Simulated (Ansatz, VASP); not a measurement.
**TiO2 in VASP and in Ansatz**

Contents of INCAR:

```
SYSTEM = TiO2
ALGO = Normal
EDIFF = 1E-6
ENCUT = 520
GGA = PE
ISIF = 2
ISMEAR = 0
LASPH = .TRUE.
LCHARG = .FALSE.
LDAU = .TRUE.
LDAUJ = 0 0
LDAUL = 2 -1
LDAUPRINT = 1
LDAUTYPE = 2
LDAUU = 4 0
LMAXMIX = 4
LREAL = .FALSE.
LWAVE = .FALSE.
NBANDS = 33
NELM = 150
PREC = Accurate
SIGMA = 0.05
```

The input KPOINTS:

```
k-points
0
G
  8 8 8
  0 0 0
```

Contents of POSCAR:

```
TiO2
1.0
   -1.9089353641      1.9089353641      4.8883612609
    1.9089353641     -1.9089353641      4.8883612609
    1.9089353641      1.9089353641     -4.8883612609
Ti O
2 4
Direct
    0.0000000000      0.0000000000      0.0000000000
    0.7500000000      0.2500000000      0.5000000000
    0.2052765759      0.2052765759      0.0000000000
    0.9552765759      0.4552765759      0.5000000000
    0.5447234241      0.0447234241      0.5000000000
    0.7947234241      0.7947234241      0.0000000000
```

Input for Ansatz:

```yaml
crystal:
  lattice:
    - [-1.9089353641, 1.9089353641, 4.8883612609]
    - [1.9089353641, -1.9089353641, 4.8883612609]
    - [1.9089353641, 1.9089353641, -4.8883612609]
  atoms:
    - { symbol: Ti, position: [0.0, 0.0, 0.0] }
    - { symbol: Ti, position: [0.75, 0.25, 0.5] }
    - { symbol: O, position: [0.2052765759, 0.2052765759, 0.0] }
    - { symbol: O, position: [0.9552765759, 0.4552765759, 0.5] }
    - { symbol: O, position: [0.5447234241, 0.0447234241, 0.5] }
    - { symbol: O, position: [0.7947234241, 0.7947234241, 0.0] }
basis:
  ecutwfc: 420
kpoints:
  mp_grid: { grid: [8, 8, 8] }
hamiltonian:
  xc: pbe
  hubbard: { sites: [{ species: Ti, l: d, u_eff: 4.0 }] }
scf:
  occupations: { method: gaussian, width: 0.05 }
output:
  forces: true
  stress: true
  eigenvalues: true
```

Alike in both runs: task single point; functional PBE; k mesh 8 × 8 × 8; occupations gaussian, width 0.05 eV; no spin polarisation; Hubbard terms Ti d U = 4.0 eV.

```csv
,VASP,Ansatz
version,VASP 6.6.1,Ansatz 0.2.0
potentials or method,"VASP PAW PBE potentials, release 64 (Ti_sv, O), cutoff 520 eV","scalar-relativistic, plane waves, PAW"
valence electrons in the cell,48,48
```

VASP gave:

| Quantity | Value |
| --- | --- |
| gap on the k mesh at the Fermi level (eV) | 2.68 |
| least direct gap on the mesh (eV) | 2.95 |
| pressure (GPa) | 4.2 |
| traceless stress, the component that is largest in VASP (GPa) | -0.61 |
| rms of the force components (eV/Å) | 0.071 |

**Question.** Estimate Ansatz's values.

**Answer.** gap on the k mesh at the Fermi level (eV): 2.65; least direct gap on the mesh (eV): 2.91; pressure (GPa): 0.0; traceless stress, the component that is largest in VASP (GPa): 0.00; rms of the force components (eV/Å): 0.000.

The programs project onto different local orbitals, so the same U acts differently, and such runs can settle in different states. Atom by atom the forces differ by 0.071 eV/Å (rms over components).
